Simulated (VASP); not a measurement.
CdS: single point with PBE-based screened hybrid with 25 % exact exchange

CdS:

```xyz
2
Lattice="0.0000 2.7338 2.7338 2.7338 0.0000 2.7338 2.7338 2.7338 0.0000" Properties=species:S:1:pos:R:3 pbc="T T T"
Cd    0.0000    0.0000    0.0000
S     2.7338    2.7338    2.7338
```

```yaml
Program: VASP 6.6.1
Task: single point
Functional: PBE-based screened hybrid with 25 % exact exchange
Potentials_or_basis: VASP PAW PBE potentials, release 64 (Cd, S)
Cutoff: 520 eV
k_mesh: 4 × 4 × 4
Occupations: fermi-dirac, width 0.05 eV
Spin: no spin polarisation
```

```
Pressure               : 0.3 GPa
Band gap on the k mesh : 1.02 eV (least direct gap 2.50 eV)
```

Levels at points of the mesh, in eV from the valence-band top:
```tsv
k point	band 5	band 6	band 7	band 8	band 9	band 10	band 11	band 12	band 13	band 14
(0.00, 0.00, 0.00)	-8.78	-8.78	-0.73	-0.73	-0.73	1.77	10.13	10.13	10.13	12.17
(0.50, 0.00, 0.00)	-8.58	-8.58	-5.19	0.00	0.00	4.25	6.79	6.79	8.13	13.29
(0.50, 0.50, 0.00)	-8.51	-7.73	-4.52	-2.24	-2.24	1.02	6.72	11.07	12.58	12.58
```

It took 14 min on 1 thread of AMD EPYC 7R43 64-Core Processor (Zen 3), with other jobs on the host, peak memory 0.23 GiB.

Caveat: the k points lie up to 0.50 Å⁻¹ apart; the PAW data sets were made with another functional, which shifts forces and pressure a little. A k mesh can miss the band edges.
